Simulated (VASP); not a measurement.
# Zn2S (I4/mcm) in VASP: relaxation of cell and atoms with PBE

Aim: the relaxation of cell and atoms of Zn2S with PBE.

Program: VASP 6.6.1. These are calculated values, not measurements. Logs are shortened: lines on timing, memory, paths and dates and some standing lists are left out, and cuts for length are marked.

## (1) The cell of the first run

It takes space group I4/mcm (No. 140, tetragonal). The conventional cell has a = 6.467 Å, b = 6.467 Å, c = 4.932 Å, α = 90.00°, β = 90.00°, γ = 90.00°. Within 3.3 Å of Zn (site symmetry m2m) lie 7 Zn at 2.43 to 3.27 Å and 2 S at 2.52 Å. Within 3.3 Å of S (site symmetry 4/m) lie 2 S at 2.47 Å and 4 Zn at 2.52 Å.

The cell was generated, and may not be a known phase.

## (2) Relaxation of cell and atoms, PBE

Contents of INCAR:

```
SYSTEM = Zn2S
PREC     = Accurate       ! precision mode
ENCUT    = 600            ! plane-wave cutoff, eV
EDIFF    = 1E-6           ! SCF threshold, eV
ISMEAR   = 0              ! smearing method
SIGMA    = 0.1            ! smearing width, eV
LREAL    = .FALSE.        ! projectors in reciprocal space
LASPH    = .TRUE.         ! aspherical terms in the spheres
NELM     = 60             ! most SCF steps
ALGO     = Normal         ! electronic algorithm
ISIF     = 3              ! what is computed and relaxed
LWAVE    = .FALSE.        ! write WAVECAR
LCHARG   = .FALSE.        ! write CHGCAR
GGA      = PE             ! functional
IBRION   = 2              ! ionic algorithm
NSW      = 100            ! ionic steps
EDIFFG   = -0.01          ! ionic threshold
```

Contents of KPOINTS:

```
Automatic mesh
0
G
  10 10 10
  0 0 0
```

Contents of POSCAR:

```
Zn2S
1.0
   -3.2335332130      3.2335332130      2.4658050930
    3.2335332130     -3.2335332130      2.4658050930
    3.2335332130      3.2335332130     -2.4658050930
Zn S
4 2
Direct
    0.1329751182      0.3670248818      0.5000000000
    0.6329751182      0.1329751182      0.7659502364
    0.8670248818      0.6329751182      0.5000000000
    0.3670248818      0.8670248818      0.2340497636
    0.5000000000      0.5000000000      0.0000000000
    0.0000000000      0.0000000000      0.0000000000
```

Potentials or basis: VASP PAW PBE potentials, release 64 (Zn, S).

Run with:

```console
> cat potpaw_PBE.64/Zn/POTCAR potpaw_PBE.64/S/POTCAR > POTCAR
> mpirun -np 1 vasp_std > vasp.out
```

OUTCAR:

```text
SYSTEM = Zn2S
   PREC = Accurate
   ENCUT = 600
   EDIFF = 1E-6
   ISMEAR = 0
   LREAL = .FALSE.
   LASPH = .TRUE.
   NELM = 60
   ISIF = 3
   GGA = PE
   IBRION = 2
   NSW = 100
   EDIFFG = -0.01

 ion  position               nearest neighbor table
   1  0.133  0.367  0.500-   3 2.43   5 2.52   6 2.52   4 3.01   2 3.01   2 3.01   4 3.01
   2  0.633  0.133  0.766-   4 2.43   6 2.52   5 2.52   3 3.01   1 3.01   1 3.01   3 3.01
   3  0.867  0.633  0.500-   1 2.43   6 2.52   5 2.52   4 3.01   2 3.01   2 3.01   4 3.01
   4  0.367  0.867  0.234-   2 2.43   5 2.52   6 2.52   1 3.01   3 3.01   3 3.01   1 3.01
   5  0.500  0.500  0.000-   6 2.47   6 2.47   4 2.52   2 2.52   1 2.52   3 2.52
   6  0.000  0.000  0.000-   5 2.47   5 2.47   4 2.52   1 2.52   3 2.52   2 2.52

  LATTYP: Found a body centered tetragonal cell.
 ALAT       =     6.4670664260
 C/A-ratio  =     0.7625729908

  Lattice vectors:

 A1 = (  -3.2335332130,   3.2335332130,   2.4658050930)
 A2 = (   3.2335332130,  -3.2335332130,   2.4658050930)
 A3 = (   3.2335332130,   3.2335332130,  -2.4658050930)

Analysis of symmetry for initial positions (statically):
=====================================================================
 Subroutine PRICEL returns:
 Original cell was already a primitive cell.

 Routine SETGRP: Setting up the symmetry group for a
 body centered tetragonal supercell.

 Subroutine GETGRP returns: Found 16 space group operations
 (whereof  8 operations were pure point group operations)
 out of a pool of 16 trial point group operations.

The static configuration has the point symmetry C_4h.
 The point group associated with its full space group is D_4h.

Analysis of symmetry for dynamics (positions and initial velocities):
=====================================================================
 Subroutine PRICEL returns:
 Original cell was already a primitive cell.

 Routine SETGRP: Setting up the symmetry group for a
 body centered tetragonal supercell.

 Subroutine GETGRP returns: Found 16 space group operations
 (whereof  8 operations were pure point group operations)
 out of a pool of 16 trial point group operations.

The dynamic configuration has the point symmetry C_4h.
 The point group associated with its full space group is D_4h.

 Subroutine INISYM returns: Found 16 space group operations
 (whereof  8 operations are pure point group operations),
 and found     1 'primitive' translations

----------------------------------------------------------------------------------------

                                     Primitive cell

  volume of cell :     103.1272

  direct lattice vectors                    reciprocal lattice vectors
    -3.233533213  3.233533213  2.465805093     0.000000000  0.154629616  0.202773529
     3.233533213 -3.233533213  2.465805093     0.154629616  0.000000000  0.202773529
     3.233533213  3.233533213 -2.465805093     0.154629616  0.154629616  0.000000000

  length of vectors
     5.195350694  5.195350694  5.195350694     0.255004749  0.255004749  0.218679301

  position of ions in fractional coordinates (direct lattice)
     0.132975118  0.367024882  0.500000000
     0.632975118  0.132975118  0.765950236
     0.867024882  0.632975118  0.500000000
     0.367024882  0.867024882  0.234049764
     0.500000000  0.500000000  0.000000000
     0.000000000  0.000000000  0.000000000

  ion indices of the primitive-cell ions
   primitive index   ion index
                 1           1
                 2           2
                 3           3
                 4           4
                 5           5
                 6           6

----------------------------------------------------------------------------------------

 KPOINTS: Automatic mesh

Automatic generation of k-mesh.
 Grid dimensions read from file:
 generate k-points for:   10   10   10

 Generating k-lattice:

  Cartesian coordinates                     Fractional coordinates (reciprocal lattice)
     0.000000000  0.015462962  0.020277353     0.100000000  0.000000000 -0.000000000
     0.015462962  0.000000000  0.020277353     0.000000000  0.100000000 -0.000000000
     0.015462962  0.015462962  0.000000000     0.000000000  0.000000000  0.100000000

  Length of vectors
     0.025500475  0.025500475  0.021867930

  Shift w.r.t. Gamma in fractional coordinates (k-lattice)
     0.000000000  0.000000000  0.000000000

 Subroutine IBZKPT returns following result:
 ===========================================

 Found    102 irreducible k-points:

 Following reciprocal coordinates:
            Coordinates               Weight
  0.000000  0.000000  0.000000      1.000000
  0.100000  0.000000 -0.000000      8.000000
  0.200000  0.000000 -0.000000      8.000000
  0.300000  0.000000 -0.000000      8.000000
  0.400000  0.000000 -0.000000      8.000000
  0.500000  0.000000 -0.000000      4.000000
[... 16 lines left out ...]
  0.300000  0.300000 -0.000000      8.000000
  0.400000  0.300000 -0.000000     16.000000
 [... further k-points ...]
   k-points           NKPTS =    102   k-points in BZ     NKDIM =    102   number of bands    NBANDS=     36
   number of dos      NEDOS =    301   number of ions     NIONS =      6
   total plane-waves  NPLWV =  74088
   dimension x,y,z NGX =    42 NGY =   42 NGZ =   42
   dimension x,y,z NGXF=    84 NGYF=   84 NGZF=   84
   ions per type =               4   2
   NGX,Y,Z   is equivalent  to a cutoff of  13.44, 13.44, 13.44 a.u.
   NGXF,Y,Z  is equivalent  to a cutoff of  26.88, 26.88, 26.88 a.u.
 SYSTEM =  Zn2S
   PREC   = accura    normal or accurate (medium, high low for compatibility)
   ISTART =      0    job   : 0-new  1-cont  2-samecut
   ICHARG =      2    charge: 1-file 2-atom 10-const
   ISPIN  =      1    spin polarized calculation?
   LNONCOLLINEAR =      F non collinear calculations
   LSORBIT =      F    spin-orbit coupling
   LASPH  =      T    aspherical Exc in radial PAW
   ENCUT  =  600.0 eV  44.10 Ry    6.64 a.u.  10.38 10.38 10.38*2*pi/ulx,y,z
   NELM   =     60;   NELMIN=  2; NELMDL= -5     # of ELM steps
   EDIFF  = 0.1E-05   stopping-criterion for ELM
   LREAL  =      F    real-space projection
   EDIFFG = -.1E-01   stopping-criterion for IOM
   NSW    =    100    number of steps for IOM
   IBRION =      2    ionic relax: 0-MD 1-quasi-New 2-CG
   NFREE  =      1    steps in history (QN), initial steepest desc. (CG)
   ISIF   =      3    stress and relaxation
   ISYM   =      2    0-nonsym 1-usesym 2-fastsym
   POTIM  = 0.5000    time-step for ionic-motion
   TEBEG  =    0.0;   TEEND  =   0.0 temperature during run
   PSTRESS=    0.0 pullay stress
   NELECT =      60.0000    total number of electrons
   NUPDOWN=      -1.0000    fix difference up-down
   EMIN   =  10.00;   EMAX   =-10.00  energy-range for DOS
   EFERMI =   0.00;   METHOD = LEGACY
   ISMEAR =     0;   SIGMA  =   0.10  broadening in eV -4-tet -1-fermi 0-gaus
   EFERMI_NEDOS =   21; number of points for ismear=-14 and -15
   IALGO  =     38    algorithm
   IMIX   =      4    mixing-type and parameters
     AMIX     =   0.40;   BMIX     =  1.00
     AMIX_MAG =   1.60;   BMIX_MAG =  1.00
  volume/ion in A,a.u.               =      17.19       115.99
  Fermi-wavevector in a.u.,A,eV,Ry     =   1.366682  2.582654 25.413227  1.867819
  Thomas-Fermi vector in A             =   2.492801
   LORBIT       =      0    0 simple, 1 ext, 2 COOP (PROOUT), +10 PAW based schemes
   GGA     = PE    functional components
   LHFCALC =     F    Hartree Fock is set to
   AEXX    =    0.0000 exact exchange contribution
   IVDW    =     0    specifies the selected vdW correction
   LEPSILON=     F    determine dielectric tensor
   LRPA    =     F    only Hartree local field effects (RPA)
 conjugate gradient relaxation of ions
 non-spin polarized calculation
 Gauss-broadening in eV      SIGMA  =   0.10
  energy-cutoff  :      600.00
  volume of cell :      103.13
 maximum number of plane-waves:      3466
 NGX is ok and might be reduce to    42
   NGX = 21   NGY = 21   NGZ = 21

--------------------------------------- Ionic step        1  -------------------------------------------

 number of electron      60.0000016 magnetization

 Free energy of the ion-electron system (eV)
  ---------------------------------------------------
  ext. energy  EPLUGINS =         0.00000000
  ---------------------------------------------------
  free energy    TOTEN  =       -12.03104270 eV

  energy without entropy =      -12.02467882  energy(sigma->0) =      -12.02786076

------------------------ aborting loop because EDIFF is reached ----------------------------------------

  FORCE on cell =-STRESS in cart. coord.  units (eV):
  Direction    XX          YY          ZZ          XY          YZ          ZX
  --------------------------------------------------------------------------------------
  -------------------------------------------------------------------------------------
  Total        0.1660434      0.1660434      2.0111747      0.0000000      0.0000000     -0.0000000
  in kB        2.5796387      2.5796387     31.2454646      0.0000000      0.0000000     -0.0000000
  external PRESSURE =      12.1349140 kB  Pullay stress =       0.0000000 kB
[... 185 lines left out ...]
  energy  without entropy=      -12.0420753592  energy(sigma->0) =      -12.04512056

--------------------------------------- Ionic step        6  -------------------------------------------

 number of electron      60.0000021 magnetization

 Free energy of the ion-electron system (eV)
  ---------------------------------------------------
  ext. energy  EPLUGINS =         0.00000000
  ---------------------------------------------------
  free energy    TOTEN  =       -12.04819268 eV

  energy without entropy =      -12.04210481  energy(sigma->0) =      -12.04514875

 E-fermi :   3.8630     XC(G=0): -10.6303

 val. band max:        3.8596440076   @ k =  -0.2000   0.2000   0.0000
 cond. band min:       3.8974359296   @ k =   0.4000   0.1000   0.1000
 fundamental gap:      0.0377919220
 Fermi energy:         3.8630406993

 k-point     1 :       0.0000    0.0000    0.0000
  band No.  band energies     occupation
      1     -11.5963      2.00000
      2      -8.0622      2.00000
      3      -4.0917      2.00000
      4      -4.0258      2.00000
      5      -4.0066      2.00000
      6      -4.0066      2.00000
[... 925 lines left out ...]
     35       7.4810      0.00000
     36       8.3307      0.00000

 [... further k-points ...]

------------------------ aborting loop because EDIFF is reached ----------------------------------------

  FORCE on cell =-STRESS in cart. coord.  units (eV):
  Direction    XX          YY          ZZ          XY          YZ          ZX
  --------------------------------------------------------------------------------------
  -------------------------------------------------------------------------------------
  Total        0.0239868      0.0239868      0.0245191      0.0000000     -0.0000000      0.0000000
  in kB        0.3649920      0.3649920      0.3730918      0.0000000     -0.0000000      0.0000000
  external PRESSURE =       0.3676919 kB  Pullay stress =       0.0000000 kB
[... 21 lines left out ...]
  FREE ENERGIE OF THE ION-ELECTRON SYSTEM (eV)
  ---------------------------------------------------
  free  energy   TOTEN  =       -12.0481926816 eV

  energy  without entropy=      -12.0421048113  energy(sigma->0) =      -12.04514875

 reached required accuracy - stopping structural energy minimisation
```

It took 28 min on 1 thread of Intel Xeon 8259CL, shared host; peak memory 0.51 GiB.

What came out:

```
Free energy                           : -12.0482 eV
Relaxed volume                        : 17.55 Å³/atom
Relaxed cell                          : a = 5.223 Å, b = 5.223 Å, c = 5.223 Å, α = 103.34°, β = 103.34°, γ = 122.58°
Space group after relaxing (to 0.1 Å) : I4/mcm (No. 140)
Energy gained by relaxing             : 2.9 meV/atom
Ionic steps                           : 6
Pressure after relaxing               : 0.0 GPa
Largest force after relaxing          : 0.010 eV/Å
Band gap on the k mesh                : zero (bands 30 and 31 overlap by 2.74 eV)
```

Forces on the atoms (eV/Å):
```
Zn   0.007 -0.007  0.000
Zn  -0.007 -0.007  0.000
Zn  -0.007  0.007  0.000
Zn   0.007  0.007  0.000
S    0.000  0.000  0.000
S    0.000  0.000  0.000
```

The path:
```tsv
step	energy change (eV)	largest force (eV/Å)	pressure (GPa)	volume (Å³)
1	0.0000	0.0021	1.21	103.13
2	-0.0170	0.0162	0.18	105.07
3	-0.0171	0.0187	-0.02	105.34
4	-0.0171	0.0178	0.10	105.24
5	-0.0171	0.0182	0.00	105.29
6	-0.0171	0.0096	0.04	105.29
```

Final structure:
```
Zn S
1.0
    -3.23921    3.23921    2.50877
     3.23921   -3.23921    2.50877
     3.23921    3.23921   -2.50877
Zn S
4 2
Direct
  0.13289 0.36711 0.50000
  0.63289 0.13289 0.76578
  0.86711 0.63289 0.50000
  0.36711 0.86711 0.23422
  0.50000 0.50000 0.00000
  0.00000 0.00000 0.00000
```

The gap in the log of VASP goes by the Fermi energy; the results here count the filled bands.